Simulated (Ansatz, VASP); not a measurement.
**Two plane-wave programs on HfN**

Contents of INCAR:

```
PREC = Accurate ; ENCUT = 600
EDIFF = 1E-6 ; ISMEAR = 0
SIGMA = 0.1 ; LREAL = False
LASPH = True ; NELM = 120
ALGO = Normal ; ISIF = 2
LWAVE = False ; LCHARG = False
GGA = PS ; NBANDS = 23
GGA_COMPAT = False
```

Contents of KPOINTS:

```
Automatic mesh
0
Gamma
  6 6 4
```

POSCAR

```
HfN
1.0
    3.1276491350      0.0000000000      0.0000000000
   -1.5638245675      2.7086236050      0.0000000000
    0.0000000000      0.0000000000      5.3913456257
Hf N
2 2
Direct
    0.6666666667      0.3333333333      0.7500000000
    0.3333333333      0.6666666667      0.2500000000
    0.0000000000      0.0000000000      0.0000000000
    0.0000000000      0.0000000000      0.5000000000
```

Input for Ansatz:

```yaml
crystal:
  lattice:
    - [3.127649135, 0.0, 0.0]
    - [-1.5638245675, 2.708623605, 0.0]
    - [0.0, 0.0, 5.3913456257]
  atoms:
    - { symbol: Hf, position: [0.6666666667, 0.3333333333, 0.75] }
    - { symbol: Hf, position: [0.3333333333, 0.6666666667, 0.25] }
    - { symbol: "N", position: [0.0, 0.0, 0.0] }
    - { symbol: "N", position: [0.0, 0.0, 0.5] }
basis:
  ecutwfc: 420
kpoints:
  mp_grid: { grid: [6, 6, 4] }
hamiltonian:
  xc: pbesol
  pseudopotentials: { kind: paw, azcp: { folder: soft_1 } }
scf:
  occupations: { method: gaussian, width: 0.1 }
output:
  forces: true
  stress: true
  eigenvalues: true
```

Alike in both runs: task single point; functional PBEsol; k mesh 6 × 6 × 4; occupations gaussian, width 0.1 eV; no spin polarisation.

```csv
,VASP,Ansatz
version,VASP 6.6.1,Ansatz 0.2.0
potentials or method,"VASP PAW PBE potentials, release 64 (Hf_pv, N), cutoff 600 eV","scalar-relativistic, plane waves, PAW"
valence electrons in the cell,30,62
```

```csv
,VASP,Ansatz,Ansatz less VASP
gap on the k mesh at the Fermi level (eV),none,none,-
pressure (GPa),-2.1,0.1,+2.22
"traceless stress, the component that is largest in VASP (GPa)",1.45,1.34,-0.105
```

VASP's potentials were made for PBE, not for PBEsol, and Ansatz warns of the same on its side. A gap of «none» marks a metal or a gap that the smearing closes. VASP's potentials hold 30 valence electrons a cell and Ansatz's 62, so a difference there can come from the potentials and not from the codes.

The k mesh is coarse, so the values compare programs but aren't converged. Spin-orbit coupling is off throughout.
